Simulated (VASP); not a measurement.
# In2Se3 in VASP: single point with PBEsol+D3(BJ)

Aim: the single point of In2Se3 with PBEsol+D3(BJ).

All numbers are computed with VASP 6.6.1; they aren't measurements. Logs are shortened: lines on timing, memory, paths and dates and some standing lists are left out, and cuts for length are marked.

## 1. The cell of the first run

The typed cell holds 5 atoms: a = 3.908 Å, b = 3.908 Å, c = 9.038 Å, α = 90.00°, β = 90.00°, γ = 60.00°.

## 2. Single point, PBEsol+D3(BJ)

Input file POSCAR:

```
In2Se3
1.0
    3.9078048513      0.0008979034     -0.0033157700
    1.9531019702      3.3847194013     -0.0066273690
    0.0079462596      0.0136133660      9.0381551153
In Se
2 3
Direct
    0.3333355822      0.3333527570      0.7987566490
    0.6666644178      0.6666472430      0.2012433510
    0.0000000000      0.0000000000      0.0000000000
    0.3333262007      0.3332981987      0.3506228413
    0.6666737993      0.6667018013      0.6493771587
```

Input file INCAR.step1:

```
SYSTEM = In2Se3
PREC = Accurate ; ENCUT = 520
EDIFF = 1E-6 ; ISMEAR = 0
SIGMA = 0.1 ; LREAL = .FALSE.
LASPH = .TRUE. ; NELM = 60
ALGO = Normal ; ISIF = 2
LWAVE = .FALSE. ; LCHARG = .TRUE.
GGA = PS ; IVDW = 12
NBANDS = 30 ; LUSENCCL = .FALSE.
```

Input file KPOINTS.step1:

```
Automatic mesh
0
G
  10 10 4
  0 0 0
```

Input file INCAR.step2:

```
SYSTEM = In2Se3
PREC = Accurate ; ENCUT = 520
EDIFF = 1E-6 ; ISMEAR = -5
SIGMA = 0.1 ; LREAL = .FALSE.
LASPH = .TRUE. ; NELM = 60
ALGO = Normal ; ISIF = 2
LWAVE = .FALSE. ; LCHARG = .FALSE.
GGA = PS ; IVDW = 12
LORBIT = 10 ; NBANDS = 30
NEDOS = 2001 ; ICHARG = 11
LUSENCCL = .FALSE.
```

Input file KPOINTS.step2:

```
Automatic mesh
0
G
  15 15 6
  0 0 0
```

Potentials or basis: VASP PAW PBE potentials, release 64 (In_d, Se).

The run is started by

```bash
$ cat potpaw_PBE.64/In_d/POTCAR potpaw_PBE.64/Se/POTCAR > POTCAR
$ cp INCAR.step1 INCAR
$ cp KPOINTS.step1 KPOINTS
$ mpirun -np 1 vasp_std > vasp.out
$ cp INCAR.step2 INCAR
$ cp KPOINTS.step2 KPOINTS
$ mpirun -np 1 vasp_std > vasp.out
```

OUTCAR:

```text
SYSTEM = In2Se3
   PREC = Accurate
   ENCUT = 520
   EDIFF = 1E-6
   ISMEAR = -5
   LREAL = .FALSE.
   LASPH = .TRUE.
   NELM = 60
   ISIF = 2
   GGA = PS
   IVDW = 12
   LORBIT = 10
   ICHARG = 11
 IVDW          = 12

 ion  position               nearest neighbor table
   1  0.333  0.333  0.799-   5 2.63   5 2.63   5 2.63   3 2.90   3 2.90   3 2.90
   2  0.667  0.667  0.201-   4 2.63   4 2.63   4 2.63   3 2.90   3 2.90   3 2.90
   3  0.000  0.000  0.000-   1 2.90   2 2.90   2 2.90   1 2.90   2 2.90   1 2.90
   4  0.333  0.333  0.351-   2 2.63   2 2.63   2 2.63
   5  0.667  0.667  0.649-   1 2.63   1 2.63   1 2.63

  LATTYP: Found a simple monoclinic cell.
 ALAT       =     3.9078283291
 B/A-ratio  =     2.3128367215
 C/A-ratio  =     1.7320470687
 COS(beta)  =    -0.8660267799

  Lattice vectors:

 A1 = (   1.9547028811,  -3.3838214979,   0.0033115990)
 A2 = (   0.0079462596,   0.0136133660,   9.0381551153)
 A3 = (  -5.8625077324,   3.3829235945,   0.0000041710)

Analysis of symmetry for initial positions (statically):
=====================================================================
 Subroutine PRICEL returns:
 Original cell was already a primitive cell.

 Routine SETGRP: Setting up the symmetry group for a
 simple monoclinic supercell.

 Subroutine GETGRP returns: Found  2 space group operations
 (whereof  2 operations were pure point group operations)
 out of a pool of  4 trial point group operations.

The static configuration has the point symmetry S_2 .

Analysis of symmetry for dynamics (positions and initial velocities):
=====================================================================
 Subroutine PRICEL returns:
 Original cell was already a primitive cell.

 Routine SETGRP: Setting up the symmetry group for a
 simple monoclinic supercell.

 Subroutine GETGRP returns: Found  2 space group operations
 (whereof  2 operations were pure point group operations)
 out of a pool of  4 trial point group operations.

The dynamic configuration has the point symmetry S_2 .

 Subroutine INISYM returns: Found  2 space group operations
 (whereof  2 operations are pure point group operations),
 and found     1 'primitive' translations

----------------------------------------------------------------------------------------

[... 108 lines left out ...]
   POTIM  = 0.5000    time-step for ionic-motion
   TEBEG  =    0.0;   TEEND  =   0.0 temperature during run
   PSTRESS=    0.0 pullay stress
   NELECT =      44.0000    total number of electrons
   NUPDOWN=      -1.0000    fix difference up-down
   EMIN   =  10.00;   EMAX   =-10.00  energy-range for DOS
   EFERMI =   0.00;   METHOD = LEGACY
   ISMEAR =    -5;   SIGMA  =   0.10  broadening in eV -4-tet -1-fermi 0-gaus
   EFERMI_NEDOS =   21; number of points for ismear=-14 and -15
   IALGO  =     38    algorithm
   IMIX   =      4    mixing-type and parameters
     AMIX     =   0.40;   BMIX     =  1.00
     AMIX_MAG =   1.60;   BMIX_MAG =  1.00
  volume/ion in A,a.u.               =      23.91       161.33
  Fermi-wavevector in a.u.,A,eV,Ry     =   1.173274  2.217166 18.729392  1.376571
  Thomas-Fermi vector in A             =   2.309689
   LORBIT       =     10    0 simple, 1 ext, 2 COOP (PROOUT), +10 PAW based schemes
   GGA     = PS    functional components
   LHFCALC =     F    Hartree Fock is set to
   AEXX    =    0.0000 exact exchange contribution
   IVDW    =    12    specifies the selected vdW correction
   LEPSILON=     F    determine dielectric tensor
   LRPA    =     F    only Hartree local field effects (RPA)
 non-spin polarized calculation
 Fermi weights with tetrahedron method with Bloechl corrections
  energy-cutoff  :      520.00
  volume of cell :      119.53
 maximum number of plane-waves:      3267
 NGX is ok and might be reduce to    30

 number of electron      44.0000006 magnetization

 Free energy of the ion-electron system (eV)
  ---------------------------------------------------
  ext. energy  EPLUGINS =         0.00000000
  ---------------------------------------------------
  free energy    TOTEN  =       -19.82704152 eV

  energy without entropy =      -19.82704152  energy(sigma->0) =      -19.82704152

 E-fermi :   4.8981     XC(G=0): -10.0564

 val. band max:        4.9403768627   @ k =   0.1333   0.0667   0.0000
 cond. band min:       4.8173556742   @ k =   0.4667   0.4667  -0.1667
 fundamental gap:     -0.1230211885
 Fermi energy:         4.8980696478

 k-point     1 :       0.0000    0.0000    0.0000
  band No.  band energies     occupation
      1      -9.2981      2.00000
      2      -9.2981      2.00000
      3      -9.2820      2.00000
      4      -9.2820      2.00000
      5      -9.2670      2.00000
      6      -9.2653      2.00000
[... 781 lines left out ...]
     29      11.2779      0.00000
     30      11.4811      0.00000

 [... further k-points ...]

------------------------ aborting loop because EDIFF is reached ----------------------------------------

 Edisp (eV)   -1.73298

 E8    (eV) :    -1.1655

  FORCE on cell =-STRESS in cart. coord.  units (eV):
  Direction    XX          YY          ZZ          XY          YZ          ZX
  --------------------------------------------------------------------------------------
  -------------------------------------------------------------------------------------
  Total      -0.05874    -0.04080    -0.03271    -0.01560     0.00051     0.00117
  in kB      -0.78738    -0.54682    -0.43842    -0.20912     0.00681     0.01570
  external pressure =       -0.59 kB  Pullay stress =        0.00 kB

 VOLUME and BASIS-vectors are now :
 -----------------------------------------------------------------------------
  energy-cutoff  :      520.00
  volume of cell :      119.53
      direct lattice vectors                 reciprocal lattice vectors
     3.907804851  0.000897903 -0.003315770     0.255932073 -0.147681800 -0.000002573
     1.953101970  3.384719401 -0.006627369    -0.000068271  0.295483989 -0.000445001
     0.007946260  0.013613366  9.038155115     0.000093842  0.000162489  0.110641722

 POSITION                                       TOTAL-FORCE (eV/Angst)
 -----------------------------------------------------------------------------------
      1.96003      1.13948      7.21597         0.000663      0.000354     -0.014479
      3.90882      2.25975      1.81224        -0.000663     -0.000354      0.014479
      0.00000      0.00000      0.00000        -0.000000      0.000000     -0.000000
      1.95633      1.13319      3.16567        -0.000154     -0.000098     -0.002837
      3.91253      2.26604      5.86254         0.000154      0.000098      0.002837
 -----------------------------------------------------------------------------------
    total drift:                               -0.000000     -0.000000      0.000000

  FREE ENERGIE OF THE ION-ELECTRON SYSTEM (eV)
  ---------------------------------------------------
  free  energy   TOTEN  =       -21.5600214005 eV

  energy  without entropy=      -21.5600214005  energy(sigma->0) =      -21.56002140

 total charge

# of ion       s       p       d       tot
------------------------------------------
    1        0.789   0.638   9.928  11.355
    2        0.789   0.638   9.928  11.355
    3        1.472   2.337   0.025   3.834
    4        1.480   2.333   0.027   3.841
    5        1.480   2.333   0.027   3.841
--------------------------------------------------
tot          6.012   8.279  19.936  34.227
```

OUTCAR.step1:

```text
SYSTEM = In2Se3
   PREC = Accurate
   ENCUT = 520
   EDIFF = 1E-6
   ISMEAR = 0
   LREAL = .FALSE.
[... 1035 lines left out ...]
      0.00000      0.00000      0.00000         0.000000      0.000000      0.000000
      1.95633      1.13319      3.16567         0.000044      0.000037      0.016172
      3.91253      2.26604      5.86254        -0.000044     -0.000037     -0.016172
 -----------------------------------------------------------------------------------
    total drift:                                0.000000      0.000000     -0.000000

  FREE ENERGIE OF THE ION-ELECTRON SYSTEM (eV)
  ---------------------------------------------------
  free  energy   TOTEN  =       -21.5608352146 eV

  energy  without entropy=      -21.5543612177  energy(sigma->0) =      -21.55759822
```

OSZICAR.step1:

```text
N       E                     dE             d eps       ncg     rms          rms(c)
DAV:   1     0.396295142338E+03    0.39630E+03   -0.20138E+04 12254   0.166E+03
DAV:   2     0.299537234066E+02   -0.36634E+03   -0.35287E+03 12390   0.414E+02
DAV:   3    -0.181700782320E+02   -0.48124E+02   -0.46635E+02 15654   0.151E+02
DAV:   4    -0.204342044878E+02   -0.22641E+01   -0.22528E+01 14924   0.317E+01
DAV:   5    -0.205052399996E+02   -0.71036E-01   -0.71022E-01 17444   0.605E+00    0.772E+00
DAV:   6    -0.198696146408E+02    0.63563E+00   -0.11204E+00 17638   0.209E+01    0.456E+00
DAV:   7    -0.198329261518E+02    0.36688E-01   -0.51529E-01 18500   0.591E+00    0.122E+00
DAV:   8    -0.198280087448E+02    0.49174E-02   -0.57711E-02 19028   0.287E+00    0.726E-01
DAV:   9    -0.198277831764E+02    0.22557E-03   -0.57534E-03 16272   0.565E-01    0.152E-01
DAV:  10    -0.198278380496E+02   -0.54873E-04   -0.56948E-04 19206   0.166E-01    0.777E-02
DAV:  11    -0.198278509672E+02   -0.12918E-04   -0.99159E-05 18478   0.843E-02    0.155E-02
DAV:  12    -0.198278538669E+02   -0.28997E-05   -0.16507E-05 17610   0.346E-02    0.884E-03
DAV:  13    -0.198278551417E+02   -0.12748E-05   -0.35836E-06 12616   0.171E-02    0.363E-03
DAV:  14    -0.198278553391E+02   -0.19739E-06   -0.32310E-07  9006   0.610E-03
   1 F= -.21560835E+02 E0= -.21557598E+02  d E =-.647400E-02
```

Run time: 27 min. Hardware: 1 × NVIDIA H100 80GB with 1 thread of AMD EPYC 7R13 (Zen 3), shared host; peak memory 2.8 GiB.

What came out:

- Valence electrons inside the program's atomic spheres: In 11.36; Se 3.83, 3.84 (each value once)
- Dispersion energy per atom: -0.347 eV

Caveat: the PAW data sets were made with another functional, which shifts forces and pressure a little; spin-orbit coupling is left out, which moves the levels of the heavy elements.
